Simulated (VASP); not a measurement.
Set up this calculation in VASP 6.6.1, as the native input.

- Task: relaxation of cell and atoms
- Functional: PBE
- Potentials or basis: VASP PAW PBE potentials, release 64 (Mo_sv)
- Cutoff: 500 eV
- k mesh: 18 × 18 × 18
- Occupations: fermi-dirac, width 0.08 eV
- Spin: no spin polarisation
- Target pressure: 100 GPa
- Dipole correction: no
- Further INCAR settings: ALGO = Normal; EDIFF = 1e-07; IBRION = 2; EDIFFG = -0.005; NSW = 60; ISIF = 3

The structure of Mo lies in POSCAR:

```
Mo
1.0
   -1.4579195693      1.4579195693      1.4579195693
    1.4579195693     -1.4579195693      1.4579195693
    1.4579195693      1.4579195693     -1.4579195693
Mo
1
Direct
    0.0000000000      0.0000000000      0.0000000000
```

These files were run (other wordings do the same):

INCAR

```
ALGO = Normal
EDIFF = 1E-7
EDIFFG = -0.005
ENCUT = 500
GGA = PE
GGA_COMPAT = False
IBRION = 2
ISIF = 3
ISMEAR = -1
LASPH = True
LCHARG = False
LREAL = False
LWAVE = False
NELM = 120
NELMIN = 4
NSW = 60
PREC = Accurate
PSTRESS = 1000.0
SIGMA = 0.08
```

KPOINTS

```
k-points
0
Gamma
  18 18 18
```

Potentials or basis: VASP PAW PBE potentials, release 64 (Mo_sv).

Run with:

```sh
$ cat potpaw_PBE.64/Mo_sv/POTCAR > POTCAR
$ mpirun -np 1 vasp_std > vasp.out
```

Results of the run:

```yaml
Relaxed_volume: 12.49 Å³/atom
Relaxed_cell: a = 2.532 Å, b = 2.532 Å, c = 2.532 Å, α = 109.47°, β = 109.47°, γ = 109.47°
Space_group_after_relaxing_to_0.1_Å: Im-3m (No. 229)
Energy_change_on_relaxing_the_run_minimises_the_enthalpy: -61.6 meV/atom
Ionic_steps: 4
Pressure_after_relaxing: 100.0 GPa
Band_gap_on_the_k_mesh: zero (bands 7 and 8 overlap by 7.31 eV)
```

Caveat: the cell is relaxed towards a set pressure, so the run minimises the enthalpy, not the energy.

Wall time 75 s on 1 thread of Intel Xeon 8259CL, on a shared host, peak memory 0.14 GiB.
